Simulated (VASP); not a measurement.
# Mo (Fd-3m) in VASP: further runs

The runs below take Mo through single point, relaxation of cell and atoms, with PBE.

Program: VASP 6.6.1. These are calculated values, not measurements. Logs are shortened: lines on timing, memory, paths and dates and some standing lists are left out, and cuts for length are marked.

**1. The cell of the first run**

The structure is cubic, space group Fd-3m (No. 227). The conventional cell has a = 5.329 Å, b = 5.329 Å, c = 5.329 Å, α = 90.00°, β = 90.00°, γ = 90.00°. Within 3.0 Å of Mo (site symmetry -43m) lie 4 Mo at 2.31 Å.

**2. Single point, PBE**

The input, INCAR:

```
ALGO     = Normal         # electronic algorithm
EDIFF    = 1E-6           # SCF threshold, eV
ENCUT    = 520            # plane-wave cutoff, eV
GGA      = PE             # functional
ISIF     = 2              # what is computed and relaxed
ISMEAR   = -1             # smearing method
LASPH    = True           # aspherical terms in the spheres
LCHARG   = False          # write CHGCAR
LREAL    = False          # projectors in reciprocal space
LWAVE    = False          # write WAVECAR
NBANDS   = 21             # bands
NELM     = 60             # most SCF steps
PREC     = Accurate       # precision mode
SIGMA    = 0.05           # smearing width, eV
```

The input, KPOINTS:

```
k-points
0
Gamma
  13 13 13
```

The input, POSCAR:

```
Mo
1.0
    0.0000000000      2.6644259279      2.6644259279
    2.6644259279      0.0000000000      2.6644259279
    2.6644259279      2.6644259279      0.0000000000
Mo
2
Direct
   -0.1250000000     -0.1250000000     -0.1250000000
    0.1250000000      0.1250000000      0.1250000000
```

Potentials or basis: VASP PAW PBE potentials, release 64 (Mo_sv).

On the command line:

```console
> cat potpaw_PBE.64/Mo_sv/POTCAR > POTCAR
> mpirun -np 1 vasp_std > vasp.out
```

OUTCAR:

```text
EDIFF = 1E-6
   ENCUT = 520
   GGA = PE
   ISIF = 2
   ISMEAR = -1
   LASPH = True
   LREAL = False
   NELM = 60
   PREC = Accurate

 ion  position               nearest neighbor table
   1  0.875  0.875  0.875-   2 2.31   2 2.31   2 2.31   2 2.31
   2  0.125  0.125  0.125-   1 2.31   1 2.31   1 2.31   1 2.31

  LATTYP: Found a face centered cubic cell.
 ALAT       =     5.3288518558

  Lattice vectors:

 A1 = (   0.0000000000,   2.6644259279,   2.6644259279)
 A2 = (   2.6644259279,   0.0000000000,   2.6644259279)
 A3 = (   2.6644259279,   2.6644259279,   0.0000000000)

Analysis of symmetry for initial positions (statically):
=====================================================================
 Subroutine PRICEL returns:
 Original cell was already a primitive cell.

 Routine SETGRP: Setting up the symmetry group for a
 face centered cubic supercell.

 Subroutine GETGRP returns: Found 48 space group operations
 (whereof 12 operations were pure point group operations)
 out of a pool of 48 trial point group operations.

The static configuration has the point symmetry D_3d.
 The point group associated with its full space group is O_h .

Analysis of symmetry for dynamics (positions and initial velocities):
=====================================================================
 Subroutine PRICEL returns:
 Original cell was already a primitive cell.

 Routine SETGRP: Setting up the symmetry group for a
 face centered cubic supercell.

 Subroutine GETGRP returns: Found 48 space group operations
 (whereof 12 operations were pure point group operations)
 out of a pool of 48 trial point group operations.

The dynamic configuration has the point symmetry D_3d.
 The point group associated with its full space group is O_h .

 Subroutine INISYM returns: Found 48 space group operations
 (whereof 12 operations are pure point group operations),
 and found     1 'primitive' translations

----------------------------------------------------------------------------------------

                                     Primitive cell

  volume of cell :      37.8304

  direct lattice vectors                    reciprocal lattice vectors
     0.000000000  2.664425928  2.664425928    -0.187657684  0.187657684  0.187657684
     2.664425928  0.000000000  2.664425928     0.187657684 -0.187657684  0.187657684
     2.664425928  2.664425928  0.000000000     0.187657684  0.187657684 -0.187657684

  length of vectors
     3.768067283  3.768067283  3.768067283     0.325032644  0.325032644  0.325032644

  position of ions in fractional coordinates (direct lattice)
     0.875000000  0.875000000  0.875000000
     0.125000000  0.125000000  0.125000000

  ion indices of the primitive-cell ions
   primitive index   ion index
                 1           1
                 2           2

----------------------------------------------------------------------------------------

 KPOINTS: k-points

Automatic generation of k-mesh.
 Grid dimensions read from file:
 generate k-points for:   13   13   13

 Generating k-lattice:

  Cartesian coordinates                     Fractional coordinates (reciprocal lattice)
    -0.014435206  0.014435206  0.014435206     0.076923077  0.000000000  0.000000000
     0.014435206 -0.014435206  0.014435206     0.000000000  0.076923077  0.000000000
     0.014435206  0.014435206 -0.014435206     0.000000000  0.000000000  0.076923077

  Length of vectors
     0.025002511  0.025002511  0.025002511

  Shift w.r.t. Gamma in fractional coordinates (k-lattice)
     0.000000000  0.000000000  0.000000000

 Subroutine IBZKPT returns following result:
 ===========================================

 Found     84 irreducible k-points:

 Following reciprocal coordinates:
            Coordinates               Weight
  0.000000  0.000000  0.000000      1.000000
  0.076923  0.000000  0.000000      8.000000
  0.153846  0.000000  0.000000      8.000000
  0.230769  0.000000  0.000000      8.000000
  0.307692  0.000000  0.000000      8.000000
  0.384615  0.000000  0.000000      8.000000
[... 16 lines left out ...]
  0.384615  0.153846  0.000000     24.000000
  0.461538  0.153846  0.000000     24.000000
 [... further k-points ...]
   k-points           NKPTS =     84   k-points in BZ     NKDIM =     84   number of bands    NBANDS=     21
   number of dos      NEDOS =    301   number of ions     NIONS =      2
   total plane-waves  NPLWV =  21952
   dimension x,y,z NGX =    28 NGY =   28 NGZ =   28
   dimension x,y,z NGXF=    56 NGYF=   56 NGZF=   56
   ions per type =               2
   NGX,Y,Z   is equivalent  to a cutoff of  12.35, 12.35, 12.35 a.u.
   NGXF,Y,Z  is equivalent  to a cutoff of  24.71, 24.71, 24.71 a.u.
 SYSTEM =  unknown system
   PREC   = accura    normal or accurate (medium, high low for compatibility)
   ISTART =      0    job   : 0-new  1-cont  2-samecut
   ICHARG =      2    charge: 1-file 2-atom 10-const
   ISPIN  =      1    spin polarized calculation?
   LNONCOLLINEAR =      F non collinear calculations
   LSORBIT =      F    spin-orbit coupling
   LASPH  =      T    aspherical Exc in radial PAW
   ENCUT  =  520.0 eV  38.22 Ry    6.18 a.u.   7.01  7.01  7.01*2*pi/ulx,y,z
   NELM   =     60;   NELMIN=  2; NELMDL= -5     # of ELM steps
   EDIFF  = 0.1E-05   stopping-criterion for ELM
   LREAL  =      F    real-space projection
   EDIFFG = 0.1E-04   stopping-criterion for IOM
   NSW    =      0    number of steps for IOM
   IBRION =     -1    ionic relax: 0-MD 1-quasi-New 2-CG
   NFREE  =      0    steps in history (QN), initial steepest desc. (CG)
   ISIF   =      2    stress and relaxation
   ISYM   =      2    0-nonsym 1-usesym 2-fastsym
   POTIM  = 0.5000    time-step for ionic-motion
   TEBEG  =    0.0;   TEEND  =   0.0 temperature during run
   PSTRESS=    0.0 pullay stress
   NELECT =      28.0000    total number of electrons
   NUPDOWN=      -1.0000    fix difference up-down
   EMIN   =  10.00;   EMAX   =-10.00  energy-range for DOS
   EFERMI =   0.00;   METHOD = LEGACY
   ISMEAR =    -1;   SIGMA  =   0.05  broadening in eV -4-tet -1-fermi 0-gaus
   EFERMI_NEDOS =   21; number of points for ismear=-14 and -15
   IALGO  =     38    algorithm
   IMIX   =      4    mixing-type and parameters
     AMIX     =   0.40;   BMIX     =  1.00
     AMIX_MAG =   1.60;   BMIX_MAG =  1.00
  volume/ion in A,a.u.               =      18.92       127.65
  Fermi-wavevector in a.u.,A,eV,Ry     =   1.480860  2.798419 29.836827  2.192945
  Thomas-Fermi vector in A             =   2.594841
   LORBIT       =      0    0 simple, 1 ext, 2 COOP (PROOUT), +10 PAW based schemes
   GGA     = PE    functional components
   LHFCALC =     F    Hartree Fock is set to
   AEXX    =    0.0000 exact exchange contribution
   IVDW    =     0    specifies the selected vdW correction
   LEPSILON=     F    determine dielectric tensor
   LRPA    =     F    only Hartree local field effects (RPA)
 non-spin polarized calculation
  energy-cutoff  :      520.00
  volume of cell :       37.83
 maximum number of plane-waves:      1031
   NGX = 13   NGY = 13   NGZ = 13

 number of electron      27.9999993 magnetization

 Free energy of the ion-electron system (eV)
  ---------------------------------------------------
  ext. energy  EPLUGINS =         0.00000000
  ---------------------------------------------------
  free energy    TOTEN  =       -16.71703688 eV

  energy without entropy =      -16.69822534  energy(sigma->0) =      -16.70763111

 E-fermi :   9.3440     XC(G=0): -11.8478

 val. band max:        9.3351425003   @ k =  -0.3077   0.4615   0.2308
 cond. band min:       9.3600798401   @ k =   0.3846   0.2308   0.0769
 fundamental gap:      0.0249373398
 Fermi energy:         9.3439777157

 k-point     1 :       0.0000    0.0000    0.0000
  band No.  band energies     occupation
      1     -51.4575      2.00000
      2     -50.1591      2.00000
      3     -25.9904      2.00000
      4     -25.9904      2.00000
      5     -25.9904      2.00000
      6     -24.2176      2.00000
[... 13 lines left out ...]
     20      21.2286      0.00000
     21      22.0874      0.00000

 k-point     2 :       0.0769    0.0000    0.0000
  band No.  band energies     occupation
      1     -51.4442      2.00000
      2     -50.1741      2.00000
      3     -26.0046      2.00000
      4     -26.0046      2.00000
      5     -25.9903      2.00000
      6     -24.2152      2.00000
[... 13 lines left out ...]
     20      20.6248      0.00000
     21      22.1532      0.00000

 k-point     3 :       0.1538    0.0000    0.0000
  band No.  band energies     occupation
      1     -51.4056      2.00000
      2     -50.2175      2.00000
      3     -26.0427      2.00000
      4     -26.0427      2.00000
      5     -25.9910      2.00000
      6     -24.2078      2.00000
[... 13 lines left out ...]
     20      20.0829      0.00000
     21      22.3484      0.00000

 k-point     4 :       0.2308    0.0000    0.0000
  band No.  band energies     occupation
      1     -51.3460      2.00000
      2     -50.2839      2.00000
      3     -26.0936      2.00000
      4     -26.0936      2.00000
      5     -25.9935      2.00000
      6     -24.1952      2.00000
[... 13 lines left out ...]
     20      19.7051      0.00000
     21      20.6637      0.00000

 k-point     5 :       0.3077    0.0000    0.0000
  band No.  band energies     occupation
      1     -51.2732      2.00000
      2     -50.3638      2.00000
      3     -26.1446      2.00000
      4     -26.1446      2.00000
      5     -25.9982      2.00000
      6     -24.1792      2.00000
[... 13 lines left out ...]
     20      18.1997      0.00000
     21      19.8978      0.00000

 k-point     6 :       0.3846    0.0000    0.0000
  band No.  band energies     occupation
      1     -51.2016      2.00000
      2     -50.4413      2.00000
      3     -26.1847      2.00000
      4     -26.1847      2.00000
      5     -26.0036      2.00000
      6     -24.1638      2.00000
[... 13 lines left out ...]
     20      16.3362      0.00000
     21      19.8487      0.00000

 k-point     7 :       0.4615    0.0000    0.0000
  band No.  band energies     occupation
      1     -51.1538      2.00000
      2     -50.4924      2.00000
      3     -26.2066      2.00000
      4     -26.2066      2.00000
      5     -26.0072      2.00000
      6     -24.1543      2.00000
[... 13 lines left out ...]
     20      15.0762      0.00000
     21      19.8519      0.00000
[... 291 lines left out ...]
      1     -51.3872      2.00000
      2     -50.2381      2.00000
      3     -26.1043      2.00000
      4     -26.1043      2.00000
      5     -25.8847      2.00000
      6     -24.3229      2.00000
[... 13 lines left out ...]
     20      19.8032      0.00000
     21      21.9626      0.00000

 k-point    21 :       0.2308    0.1538    0.0000
  band No.  band energies     occupation
      1     -51.3413      2.00000
      2     -50.2891      2.00000
      3     -26.1589      2.00000
      4     -26.1564      2.00000
      5     -25.8383      2.00000
      6     -24.3655      2.00000
[... 13 lines left out ...]
     20      19.6458      0.00000
     21      21.1059      0.00000

 k-point    22 :       0.3077    0.1538    0.0000
  band No.  band energies     occupation
      1     -51.2765      2.00000
      2     -50.3602      2.00000
      3     -26.2226      2.00000
      4     -26.2062      2.00000
      5     -25.7998      2.00000
      6     -24.3935      2.00000
[... 13 lines left out ...]
     20      19.2454      0.00000
     21      19.8391      0.00000

 k-point    23 :       0.3846    0.1538    0.0000
  band No.  band energies     occupation
      1     -51.2020      2.00000
      2     -50.4408      2.00000
      3     -26.2867      2.00000
      4     -26.2433      2.00000
      5     -25.7699      2.00000
      6     -24.4093      2.00000
[... 13 lines left out ...]
     20      17.3755      0.00000
     21      19.9187      0.00000

 k-point    24 :       0.4615    0.1538    0.0000
  band No.  band energies     occupation
      1     -51.1343      2.00000
      2     -50.5132      2.00000
      3     -26.3390      2.00000
      4     -26.2610      2.00000
      5     -25.7528      2.00000
      6     -24.4132      2.00000
[... 13 lines left out ...]
     20      15.7245      0.00000
     21      19.9160      0.00000

 [... further k-points ...]
[... 5 lines left out ...]
  --------------------------------------------------------------------------------------
  -------------------------------------------------------------------------------------
  Total        7.5997876      7.5997876      7.5997876     -0.0000000      0.0000000      0.0000000
  in kB      321.8630245    321.8630245    321.8630245     -0.0000000      0.0000000      0.0000000
  external PRESSURE =     321.8630245 kB  Pullay stress =       0.0000000 kB

 VOLUME and BASIS-vectors are now :
 -----------------------------------------------------------------------------
  energy-cutoff  :      520.00
  volume of cell :       37.83
      direct lattice vectors                 reciprocal lattice vectors
     0.000000000  2.664425928  2.664425928    -0.187657684  0.187657684  0.187657684
     2.664425928  0.000000000  2.664425928     0.187657684 -0.187657684  0.187657684
     2.664425928  2.664425928  0.000000000     0.187657684  0.187657684 -0.187657684

 POSITION                                       TOTAL-FORCE (eV/Angst)
 -----------------------------------------------------------------------------------
      4.66275      4.66275      4.66275         0.000000     -0.000000      0.000000
      0.66611      0.66611      0.66611        -0.000000      0.000000     -0.000000
 -----------------------------------------------------------------------------------
    total drift:                                0.000000     -0.000000     -0.000000

  FREE ENERGIE OF THE ION-ELECTRON SYSTEM (eV)
  ---------------------------------------------------
  free  energy   TOTEN  =       -16.7170368778 eV

  energy  without entropy=      -16.6982253428  energy(sigma->0) =      -16.70763111
```

Wall time 48 s (1 thread of AMD EPYC 7R13 (Zen 3), shared host); peak memory 0.16 GiB.

Results:

| Property | Result |
| --- | --- |
| Free energy | -16.7170 eV |
| Pressure | 32.2 GPa |
| Band gap on the k mesh | zero (band 14 reaches 9.66 eV, above the bottom of band 15 at 9.11 eV) |

**3. Single point, PBE**

The input, INCAR:

```
SYSTEM = Mo
ALGO     = Normal         ! electronic algorithm
EDIFF    = 1E-6           ! SCF threshold, eV
ENCUT    = 520            ! plane-wave cutoff, eV
GGA      = PE             ! functional
ISIF     = 2              ! what is computed and relaxed
ISMEAR   = -1             ! smearing method
LASPH    = .TRUE.         ! aspherical terms in the spheres
LCHARG   = .FALSE.        ! write CHGCAR
LREAL    = .FALSE.        ! projectors in reciprocal space
LWAVE    = .FALSE.        ! write WAVECAR
NBANDS   = 21             ! bands
NELM     = 80             ! most SCF steps
PREC     = Accurate       ! precision mode
SIGMA    = 0.05           ! smearing width, eV
```

The input, KPOINTS:

```
k-points
0
G
  13 13 13
  0 0 0
```

The input, POSCAR:

```
Mo
1.0
    0.0000000000      2.6644259278      2.6644259278
    2.6644259278      0.0000000000      2.6644259278
    2.6644259278      2.6644259278      0.0000000000
Mo
2
Direct
   -0.1250000000     -0.1250000000     -0.1250000000
    0.1250000000      0.1250000000      0.1250000000
```

Potentials or basis: VASP PAW PBE potentials, release 64 (Mo_sv).

On the command line:

```console
> cat potpaw_PBE.64/Mo_sv/POTCAR > POTCAR
> mpirun -np 1 vasp_std > vasp.out
```

Wall time 63 s (1 thread of AMD EPYC 7R13 (Zen 3), shared host); peak memory 0.16 GiB.

Results (log left out):

```yaml
Free_energy: -16.7170 eV
Pressure: 32.2 GPa
Band_gap_on_the_k_mesh: zero (band 14 reaches 9.66 eV, above the bottom of band 15 at 9.11 eV)
```

Levels at points of the mesh, in eV from the Fermi level:
```tsv
k point	band 12	band 13	band 14	band 15	band 16	band 17
(0.00, 0.00, 0.00)	-1.68	-1.68	-1.68	1.53	1.53	1.53
```

(Continued in part 2 of 3.)
